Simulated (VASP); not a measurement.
Set up this calculation in VASP 6.6.1, as the native input.

```yaml
Task: relaxation of shape and atoms at fixed volume
Functional: LDA
Potentials_or_basis: VASP PAW LDA potentials, release 64 (H, Br)
Cutoff: 600 eV
k_mesh: 10 × 10 × 10
Occupations: gaussian, width 0.01 eV
Spin: no spin polarisation
Dipole_correction: no
Further_INCAR_settings: ALGO = Normal; EDIFF = 1e-07; IBRION = 2; EDIFFG = -0.001; NSW = 80; ISIF = 4
```

The structure of HBr lies in POSCAR:

```
HBr
1.0
    0.0000000000      3.4816164797      3.4816350316
    1.6770524680      0.0000000000      3.4816350316
    1.6770524680      3.4816164797      0.0000000000
H Br
1 1
Direct
    0.0000000000      0.0000000000      0.0000000000
    0.5000000000      0.5000000000      0.5000000000
```

This cell differs from its parent crystal: volume scaled by 1.02.

These files were run (other wordings do the same):

INCAR

```
SYSTEM = HBr
PREC     = Accurate       ! precision mode
ENCUT    = 600            ! plane-wave cutoff, eV
EDIFF    = 1E-7           ! SCF threshold, eV
ISMEAR   = 0              ! smearing method
SIGMA    = 0.01           ! smearing width, eV
LREAL    = .FALSE.        ! projectors in reciprocal space
LASPH    = .TRUE.         ! aspherical terms in the spheres
NELM     = 60             ! most SCF steps
ALGO     = Normal         ! electronic algorithm
ISIF     = 4              ! what is computed and relaxed
LWAVE    = .FALSE.        ! write WAVECAR
LCHARG   = .FALSE.        ! write CHGCAR
IBRION   = 2              ! ionic algorithm
NSW      = 80             ! ionic steps
EDIFFG   = -0.001         ! ionic threshold
```

KPOINTS

```
regular mesh
0
G
  10 10 10
  0 0 0
```

Potentials or basis: VASP PAW LDA potentials, release 64 (H, Br).

The run is started by

```console
$ cat potpaw_LDA.64/H/POTCAR potpaw_LDA.64/Br/POTCAR > POTCAR
$ mpirun -np 1 vasp_std > vasp.out
```

It gave:

```json
{"Energy gained by relaxing": "0.5 meV/atom", "Ionic steps": "3", "Pressure after relaxing": "-0.2 GPa", "Band gap on the k mesh": "0.97 eV, indirect (least direct gap 1.31 eV)"}
```

Wall time 120 s on 1 thread of Oxide Virtual Turin-like Processor (shared host), peak memory 0.19 GiB.
